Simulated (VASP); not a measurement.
# Ti2NbC3 (R-3m) in VASP: a series of runs, part 2 of 2

VASP 6.6.1.

**4. Single point, PBE**

INCAR

```
SYSTEM = Ti2NbC3
PREC = Accurate
ENCUT = 520
EDIFF = 1E-7
ISMEAR = 0
SIGMA = 0.1
LREAL = .False.
LASPH = .True.
NELM = 80
ALGO = Normal
ISIF = 2
LWAVE = .False.
LCHARG = .False.
GGA = PE
NBANDS = 34
```

KPOINTS

```
regular mesh
0
Gamma
  12 12 12
  0 0 0
```

POSCAR

```
Ti2NbC3
1.0
    2.7901713881      1.6109062020      2.9723459014
   -2.7901713881      1.6109062020      2.9723459014
    0.0000000000     -3.2218124040      2.9723459014
Ti Nb C
2 1 3
Direct
    0.1950522504      0.1950522504      0.1950522504
    0.8049477496      0.8049477496      0.8049477496
    0.5000000000      0.5000000000      0.5000000000
    0.0000000000      0.5000000000      0.5000000000
    0.5000000000      0.0000000000      0.5000000000
    0.5000000000      0.5000000000      0.0000000000
```

Potentials or basis: VASP PAW PBE potentials, release 64 (Ti_sv, Nb_sv, C).

Launch:

```bash
$ cat potpaw_PBE.64/Ti_sv/POTCAR potpaw_PBE.64/Nb_sv/POTCAR potpaw_PBE.64/C/POTCAR > POTCAR
$ mpirun -np 1 vasp_std > vasp.out
```

OUTCAR:

```text
SYSTEM = Ti2NbC3
   PREC = Accurate
   ENCUT = 520
   EDIFF = 1E-7
   ISMEAR = 0
   LREAL = .False.
   LASPH = .True.
   NELM = 80
   ISIF = 2
   GGA = PE

 ion  position               nearest neighbor table
   1  0.195  0.195  0.195-   6 2.03   5 2.03   4 2.03   3 2.72
   2  0.805  0.805  0.805-   6 2.03   5 2.03   4 2.03   3 2.72
   3  0.500  0.500  0.500-   6 2.19   6 2.19   4 2.19   5 2.19   5 2.19   4 2.19   1 2.72   2 2.72

   4  0.000  0.500  0.500-   1 2.03   2 2.03   3 2.19   3 2.19
   5  0.500  0.000  0.500-   1 2.03   2 2.03   3 2.19   3 2.19
   6  0.500  0.500  0.000-   1 2.03   2 2.03   3 2.19   3 2.19

  LATTYP: Found a trigonal (rhomboedric) cell.
 ALAT       =     4.3834821004
 COS(alpha) =     0.1896861117

  Lattice vectors:

 A1 = (   2.7901713881,   1.6109062020,   2.9723459014)
 A2 = (  -2.7901713881,   1.6109062020,   2.9723459014)
 A3 = (   0.0000000000,  -3.2218124040,   2.9723459014)

Analysis of symmetry for initial positions (statically):
=====================================================================
 Subroutine PRICEL returns:
[... 176 lines left out ...]
  free energy    TOTEN  =       -52.25033746 eV

  energy without entropy =      -52.23401078  energy(sigma->0) =      -52.24217412

 E-fermi :   7.8490     XC(G=0): -11.3310

 val. band max:        7.8458419749   @ k =  -0.0833   0.0833   0.0000
 cond. band min:       7.8492091289   @ k =   0.5000   0.3333   0.0833
 fundamental gap:      0.0033671541
 Fermi energy:         7.8490221421

 k-point     1 :       0.0000    0.0000    0.0000
  band No.  band energies     occupation
      1     -49.1538      2.00000
      2     -49.1350      2.00000
      3     -47.1904      2.00000
      4     -25.4969      2.00000
      5     -25.4969      2.00000
      6     -25.4776      2.00000
[... 877 lines left out ...]
     33      10.9271      0.00000
     34      11.5050      0.00000

 [... further k-points ...]
[... 5 lines left out ...]
  --------------------------------------------------------------------------------------
  -------------------------------------------------------------------------------------
  Total       -0.0043434     -0.0043434     -0.0386542     -0.0000000      0.0000000      0.0000000
  in kB       -0.0868136     -0.0868136     -0.7726010     -0.0000000      0.0000000      0.0000000
  external PRESSURE =      -0.3154094 kB  Pullay stress =       0.0000000 kB

 VOLUME and BASIS-vectors are now :
 -----------------------------------------------------------------------------
  energy-cutoff  :      520.00
  volume of cell :       80.16
      direct lattice vectors                 reciprocal lattice vectors
     2.790171388  1.610906202  2.972345901     0.179200461  0.103461435  0.112144866
    -2.790171388  1.610906202  2.972345901    -0.179200461  0.103461435  0.112144866
     0.000000000 -3.221812404  2.972345901     0.000000000 -0.206922869  0.112144866

 POSITION                                       TOTAL-FORCE (eV/Angst)
 -----------------------------------------------------------------------------------
      0.00000      0.00000      1.73929         0.000000     -0.000000     -0.021111
      0.00000      0.00000      7.17775         0.000000      0.000000      0.021111
      0.00000      0.00000      4.45852         0.000000      0.000000      0.000000
     -1.39509     -0.80545      2.97235         0.000000     -0.000000      0.000000
      1.39509     -0.80545      2.97235        -0.000000     -0.000000      0.000000
      0.00000      1.61091      2.97235        -0.000000      0.000000     -0.000000
 -----------------------------------------------------------------------------------
    total drift:                               -0.000000      0.000000     -0.000000

  FREE ENERGIE OF THE ION-ELECTRON SYSTEM (eV)
  ---------------------------------------------------
  free  energy   TOTEN  =       -52.2503374640 eV

  energy  without entropy=      -52.2340107799  energy(sigma->0) =      -52.24217412
```

stdout:

```text
POSCAR found type information on POSCAR TiNbC
 POSCAR found :  3 types and       6 ions
 scaLAPACK will be used
 LDA part: xc-table for (Slater+PW92), standard interpolation
 POSCAR, INCAR and KPOINTS ok, starting setup
 FFT: planning ... GRIDC
 FFT: planning ... GRID_SOFT
 FFT: planning ... GRID
 WAVECAR not read
 entering main loop
```

Wall time 19 min (1 thread of AMD EPYC 7R13, shared host); peak memory 0.56 GiB.

Results:

```
Free energy            : -52.2503 eV
Pressure               : 0.0 GPa
Largest force          : 0.021 eV/Å
Band gap on the k mesh : zero (an odd number of electrons rules out a gap without spin polarisation)
```

Forces on the atoms (eV/Å):
```
Ti   0.000  0.000 -0.021
Ti   0.000  0.000  0.021
Nb   0.000  0.000  0.000
C    0.000  0.000  0.000
C    0.000  0.000  0.000
C    0.000  0.000  0.000
```

Levels at points of the mesh, in eV from the Fermi level:
| k point | band 21 | band 22 | band 23 | band 24 | band 25 | band 26 | band 27 | band 28 | band 29 | band 30 |
| --- | --- | --- | --- | --- | --- | --- | --- | --- | --- | --- |
| (0.00, 0.00, 0.00) | -2.04 | -0.89 | -0.51 | -0.51 | 0.32 | 0.32 | 0.89 | 0.89 | 0.95 | 1.15 |
| (0.50, 0.00, 0.00) | -2.69 | -2.14 | -1.62 | -1.38 | -0.41 | 0.60 | 1.37 | 1.82 | 2.04 | 2.51 |
| (0.50, 0.50, 0.00) | -2.71 | -2.41 | -1.86 | -0.37 | 0.27 | 0.85 | 1.00 | 1.07 | 1.46 | 2.34 |
| (0.50, 0.50, 0.50) | -3.94 | -2.07 | -2.07 | -0.32 | 0.59 | 0.59 | 1.43 | 1.43 | 2.00 | 2.34 |

Caveat: an odd number of electrons without spin polarisation forces a metal; a magnetic or distorted state may lie lower.

**5. Summary**

```tsv
cell	k mesh	gap on the mesh (eV)	pressure (GPa)	largest force (eV/Å)
a = 4.383 Å, angles 79.1°, 6 atoms, atomic positions A	6 × 6 × 6	none	0.0	0.02
a = 5.097 Å, angles 59.1°, 6 atoms, atomic positions B	6 × 6 × 6	none	-33.4	0.04
a = 4.383 Å, angles 79.1°, 6 atoms, atomic positions A	12 × 12 × 12	none	0.0	0.02
```

Alike in all rows: task single point; level PBE; potentials or basis VASP PAW PBE potentials, release 64 (Ti_sv, Nb_sv, C); no spin polarisation; cutoff (eV) 520; smearing gaussian 0.1 eV.

Caveats: an odd number of electrons without spin polarisation forces a metal; a magnetic or distorted state may lie lower; the stress differs along the axes, from -48 to -26 GPa (at least some runs).

Absolute energies hang on the potentials; compare differences alone.
